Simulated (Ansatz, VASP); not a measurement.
Al in VASP and in Ansatz

```
CELL_PARAMETERS angstrom
0.00000 1.99362 1.96326
1.99362 0.00000 1.96326
1.99362 1.99362 0.00000
ATOMIC_POSITIONS crystal
Al 0.00000 0.00000 0.00000
```

Change from the starting cell: strain -0.015 along x and y, -0.030 along z, atoms carried along.

Alike in both runs: task single point; functional PBE; k mesh 20 × 20 × 20; occupations gaussian, width 0.15 eV; no spin polarisation.

|  | VASP | Ansatz |
| --- | --- | --- |
| version | VASP 6.6.1 | Ansatz 0.2.0 |
| potentials or method | VASP PAW PBE potentials, release 64 (Al), cutoff 520 eV | scalar-relativistic, plane waves, PAW |
| valence electrons in the cell | 3 | 3 |

```csv
,VASP,Ansatz,Ansatz less VASP
gap on the k mesh at the Fermi level (eV),none,none,-
pressure (GPa),4.8,4.8,+0.04
"traceless stress, the component that is largest in VASP (GPa)",0.33,0.33,+0.002
```

A gap of «none» marks a metal or a gap that the smearing closes. With one functional, cell and mesh, what is left measures potentials, basis and numerics.
